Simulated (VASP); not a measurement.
Here is a VASP 6.6.1 calculation.

Contents of POSCAR:

```
Rh
1.0
    0.0000000000      2.8362882963      2.8362882963
    2.8362882963      0.0000000000      2.8362882963
    2.8362882963      2.8362882963      0.0000000000
Rh
2
Direct
    0.1250000000      0.1250000000      0.1250000000
    0.8750000000      0.8750000000      0.8750000000
```

Contents of INCAR.step1:

```
SYSTEM = Rh
PREC = Accurate ; ENCUT = 520
ISMEAR = -1 ; SIGMA = 0.05
LREAL = .False. ; LASPH = .True.
NELM = 150 ; ISPIN = 2
MAGMOM = 1 1 ; LMAXMIX = 4
NBANDS = 26 ; GGA = PE
ALGO = Normal ; EDIFF = 1E-4
LWAVE = .True. ; LCHARG = .False.
```

The input INCAR.step2:

```
SYSTEM = Rh
PREC = Accurate ; ENCUT = 520
EDIFF = 1E-7 ; ISMEAR = -1
SIGMA = 0.05 ; LREAL = .False.
LASPH = .True. ; NELM = 150
ALGO = Normal ; ISIF = 2
LWAVE = .False. ; LCHARG = .True.
ISPIN = 2 ; MAGMOM = 1 1
LORBIT = 11 ; LMAXMIX = 4
METAGGA = R2SCAN ; LMIXTAU = .True.
LELF = .True. ; LVHAR = .True.
NBANDS = 26 ; ISTART = 1
```

Contents of KPOINTS:

```
Automatic mesh
0
Gamma
  11 11 11
  0 0 0
```

Potentials or basis: VASP PAW PBE potentials, release 64 (Rh_pv).

The run is started by

```sh
$ cat potpaw_PBE.64/Rh_pv/POTCAR > POTCAR
$ cp INCAR.step1 INCAR
$ mpirun -np 1 vasp_std > vasp.out
$ cp INCAR.step2 INCAR
$ mpirun -np 1 vasp_std > vasp.out
```

**Question.** Estimate the pressure.

**Answer.** -12.0 GPa.

**Question.** What does it give for the band gap on the k mesh?

**Answer.** Zero (filled and empty bands overlap).

**Question.** Predict the net moment.

**Answer.** 0.01 μB per cell.

Caveat: the cell stands under tension; the PAW data sets were made with another functional, which shifts forces and pressure a little.
